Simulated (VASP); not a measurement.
Set up this calculation in VASP 6.6.1, as the native input.

```yaml
Task: single point
Functional: PBE
Potentials_or_basis: VASP PAW PBE potentials, release 64 (Mg, Si, N)
Cutoff: 600 eV
k_mesh: 12 × 12 × 4
Occupations: gaussian, width 0.1 eV
Spin: no spin polarisation
Dipole_correction: no
Further_INCAR_settings: ALGO = Normal; EDIFF = 1e-06; NBANDS = 20
```

The structure of Mg2Si3N lies in POSCAR:

```
Mg2Si3N
1.0
    3.2179470911      0.0000000000      0.0000000000
   -1.6089735456      2.7868239289      0.0000000000
    0.0000000000      0.0000000000     10.2085182739
Mg Si N
2 3 1
Direct
    0.6666666667      0.3333333333      0.8984804282
    0.3333333333      0.6666666667      0.1015195718
    0.3333333333      0.6666666667      0.6625515665
    0.0000000000      0.0000000000      0.5000000000
    0.6666666667      0.3333333333      0.3374484335
    0.0000000000      0.0000000000      0.0000000000
```

These files were run (other wordings do the same):

INCAR

```
SYSTEM = Mg2Si3N
PREC = Accurate
ENCUT = 600
EDIFF = 1E-6
ISMEAR = 0
SIGMA = 0.1
LREAL = .FALSE.
LASPH = .TRUE.
NELM = 120
ALGO = Normal
ISIF = 2
LWAVE = .FALSE.
LCHARG = .TRUE.
GGA = PE
LELF = .TRUE.
LVHAR = .TRUE.
NBANDS = 20
GGA_COMPAT = .FALSE.
```

KPOINTS

```
regular mesh
0
G
  12 12 4
  0 0 0
```

Potentials or basis: VASP PAW PBE potentials, release 64 (Mg, Si, N).

Run with:

```sh
$ cat potpaw_PBE.64/Mg/POTCAR potpaw_PBE.64/Si/POTCAR potpaw_PBE.64/N/POTCAR > POTCAR
$ mpirun -np 1 vasp_std > vasp.out
```

It gave:

The pressure is -0.2 GPa, the largest force is 0.040 eV/Å and the band gap on the k mesh is zero (an odd number of electrons rules out a gap without spin polarisation).

Wall time 5.3 min on 1 thread of Intel Xeon 8259CL, on a shared host, peak memory 0.34 GiB.
